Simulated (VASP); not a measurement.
**In3SbTe2: relaxation of cell and atoms with PBE**

Crystal: In3SbTe2.

```
In Sb Te
1.0
     4.42810    0.00000    0.00000
    -2.21405    3.83484    0.00000
     0.00000    0.00000   10.75645
In Sb Te
3 1 2
Direct
  0.00000 0.00000 0.50000
  0.33333 0.66667 0.15693
  0.66667 0.33333 0.84307
  0.00000 0.00000 0.00000
  0.33333 0.66667 0.67169
  0.66667 0.33333 0.32831
```

```json
{
  "Program": "VASP 6.6.1",
  "Task": "relaxation of cell and atoms",
  "Functional": "PBE",
  "Potentials or basis": "VASP PAW PBE potentials, release 64 (In_d, Sb, Te)",
  "Cutoff": "600 eV",
  "k mesh": "12 × 12 × 4",
  "Occupations": "gaussian, width 0.1 eV",
  "Spin": "no spin polarisation",
  "Dipole correction": "no",
  "Further INCAR settings": "ALGO = Fast; EDIFF = 1e-06; IBRION = 2; EDIFFG = -0.01; NSW = 100; ISIF = 3"
}
```

```yaml
Relaxed_volume: 30.24 Å³/atom
Relaxed_cell: a = 4.411 Å, b = 4.411 Å, c = 10.769 Å, α = 90.00°, β = 90.00°, γ = 120.00°
Space_group_after_relaxing_to_0.1_Å: P-3m1 (No. 164)
Energy_gained_by_relaxing: 0.7 meV/atom
Ionic_steps: 16
Pressure_after_relaxing: 0.0 GPa
Largest_force_after_relaxing: 0.006 eV/Å
Band_gap_on_the_k_mesh: zero (bands 28 and 29 overlap by 1.51 eV)
```

Forces in eV/Å, atoms in the order of the input:
```
In   0.000  0.000  0.000
In   0.000  0.000  0.006
In   0.000  0.000 -0.006
Sb   0.000  0.000  0.000
Te   0.000  0.000 -0.003
Te   0.000  0.000  0.003
```

Step by step:
```
step  energy change (eV)  largest force (eV/Å)  pressure (GPa)  volume (Å³)
   1              0.0000                0.0929           -0.30       182.66
   2             -0.0023                0.0666            0.12       181.18
   3             -0.0023                0.0748            0.04       181.21
   4             -0.0031                0.0518            0.02       181.32
   5             -0.0041                0.0216           -0.05       181.62
   6             -0.0041                0.0195           -0.08       181.65
   7             -0.0042                0.0148            0.15       181.09
   8             -0.0042                0.0165            0.03       181.29
   9             -0.0042                0.0168            0.01       181.32
  10             -0.0042                0.0165            0.02       181.30
  11             -0.0042                0.0167            0.03       181.31
  12             -0.0043                0.0110            0.02       181.29
  13             -0.0043                0.0146            0.03       181.27
  14             -0.0043                0.0038           -0.07       181.50
  15             -0.0043                0.0107           -0.01       181.42
  16             -0.0043                0.0064            0.00       181.43
```

Final structure:
```
CELL_PARAMETERS angstrom
4.41062 0.00000 0.00000
-2.20531 3.81971 0.00000
0.00000 0.00000 10.76911
ATOMIC_POSITIONS crystal
In 0.00000 0.00000 0.50000
In 0.33333 0.66667 0.15498
In 0.66667 0.33333 0.84502
Sb 0.00000 0.00000 0.00000
Te 0.33333 0.66667 0.66994
Te 0.66667 0.33333 0.33006
```

Levels at points of the mesh, in eV from the Fermi level:
```
           k point  band 25  band 26  band 27  band 28  band 29  band 30  band 31  band 32
(0.00, 0.00, 0.00)    -1.13    -0.97    -0.10    -0.10     1.37     1.48     2.73     2.73
(0.50, 0.00, 0.00)    -2.25    -1.81    -1.68    -1.10     0.07     0.40     3.07     3.27
(0.00, 0.00, 0.50)    -1.12    -0.09    -0.09     0.42     0.65     1.63     2.25     2.25
(0.50, 0.00, 0.50)    -2.20    -1.63    -1.31    -0.60    -0.57     1.62     2.28     2.29
```

It took 94 min on 1 thread of Oxide Virtual Turin-like Processor, with other jobs on the host, peak memory 0.66 GiB.

Caveat: spin-orbit coupling is left out, which moves the levels of the heavy elements.
